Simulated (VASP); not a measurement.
## CrSiB3: relaxation of cell and atoms with PBE

The system is CrSiB3.

```
Cr Si B
1.0
     3.79859    0.00000    0.00000
    -1.89930    3.28968    0.00000
     0.00000    0.00000    4.22684
Cr Si B
1 1 3
Direct
  0.33333 0.66667 0.00000
  0.66667 0.33333 0.00000
  0.33333 0.66667 0.50000
  0.00000 0.00000 0.00000
  0.00000 0.00000 0.50000
```

The cell was built from a structure type or drawn by symmetry, and may not be a known phase.

```json
{"Program": "VASP 6.6.1", "Task": "relaxation of cell and atoms", "Functional": "PBE", "Potentials or basis": "VASP PAW PBE potentials, release 64 (Cr_pv, Si, B)", "Cutoff": "600 eV", "k mesh": "12 × 12 × 10", "Occupations": "gaussian, width 0.1 eV", "Spin": "no spin polarisation", "Dipole correction": "no", "Further INCAR settings": "ALGO = Normal; EDIFF = 1e-07; IBRION = 2; EDIFFG = -0.01; NSW = 100; ISIF = 3"}
```

The relaxed volume is 10.53 Å³/atom. The relaxed cell is a = 3.905 Å, b = 3.905 Å, c = 3.985 Å, α = 90.00°, β = 90.00°, γ = 120.00°, the space group after relaxing (to 0.1 Å) is P-6m2 (No. 187) and the energy gained by relaxing is 21.2 meV/atom. The ionic steps are 11 and the pressure after relaxing is 0.0 GPa. The band gap on the k mesh is zero (an odd number of electrons rules out a gap without spin polarisation).

Stress tensor (GPa, compression positive):
```
 0.04  0.00  0.00
 0.00  0.04  0.00
 0.00  0.00 -0.05
```

The path:
```
step  energy change (eV)  largest force (eV/Å)  pressure (GPa)  volume (Å³)
   1              0.0000                0.0000           -0.05        52.82
   2             -0.0410                0.0000           -0.29        52.78
   3             -0.1053                0.0000            0.31        52.55
   4             -0.1055                0.0000            0.26        52.56
   5             -0.0927                0.0000           -0.33        52.69
   6             -0.1056                0.0000            0.22        52.57
   7             -0.1046                0.0000           -0.03        52.62
   8             -0.1057                0.0000            0.18        52.58
   9             -0.1057                0.0000            0.13        52.59
  10             -0.1057                0.0000           -0.16        52.69
  11             -0.1058                0.0000            0.01        52.63
```

Final structure:
```
CELL_PARAMETERS angstrom
3.90528 0.00000 0.00000
-1.95264 3.38207 0.00000
0.00000 0.00000 3.98496
ATOMIC_POSITIONS crystal
Cr 0.33333 0.66667 0.00000
Si 0.66667 0.33333 0.00000
B 0.33333 0.66667 0.50000
B 0.00000 0.00000 0.00000
B 0.00000 0.00000 0.50000
```

Levels at points of the mesh, in eV from the Fermi level:
| k point | band 11 | band 12 | band 13 | band 14 | band 15 | band 16 |
| --- | --- | --- | --- | --- | --- | --- |
| (0.00, 0.00, 0.00) | -1.33 | -0.10 | -0.10 | 1.27 | 1.94 | 3.21 |
| (0.50, 0.00, 0.00) | -1.10 | -0.85 | -0.38 | 0.79 | 1.24 | 1.30 |
| (0.00, 0.00, 0.50) | -0.96 | -0.84 | 1.15 | 1.15 | 2.02 | 2.02 |
| (0.50, 0.00, 0.50) | -1.79 | -1.29 | -0.78 | 1.61 | 1.91 | 2.75 |

Run time: 6.2 min on 1 thread of Intel(R) Xeon(R) 6975P-C (Granite Rapids), on a shared host, peak memory 0.27 GiB.

Caveat: the run has no spin polarisation, though such a crystal can be magnetic. Spin polarisation is off, so any magnetic state and its effect on volume and gap are missing.
